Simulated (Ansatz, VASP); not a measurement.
# Si2W in VASP and in Ansatz

```xyz
3
Lattice="-1.6145 1.6145 3.9337 1.6145 -1.6145 3.9337 1.6145 1.6145 -3.9337" Properties=species:S:1:pos:R:3 pbc="T T T"
W     0.0000    0.0000    0.0000
Si    0.0000    0.0000    2.6321
Si    0.0000    0.0000    5.2352
```

Alike in both runs: functional PBE; k mesh 18 × 18 × 18; occupations gaussian, width 0.05 eV; no spin polarisation.

Ansatz relaxed the structure, and its values are those at the end. VASP's run is a single point on that final structure, the one shown.

```csv
,VASP,Ansatz
version,VASP 6.6.1,Ansatz 0.2.0
potentials or method,"VASP PAW PBE potentials, release 64 (W_sv, Si)","scalar-relativistic, plane waves, PAW"
plane-wave cutoff (eV),520,420
valence electrons in the cell,22,22
```

Ansatz gave:

* pressure (GPa): 0.0

Question: Estimate VASP's values.

Answer: Pressure (GPa): 0.1.

Neither program's run includes spin-orbit coupling.
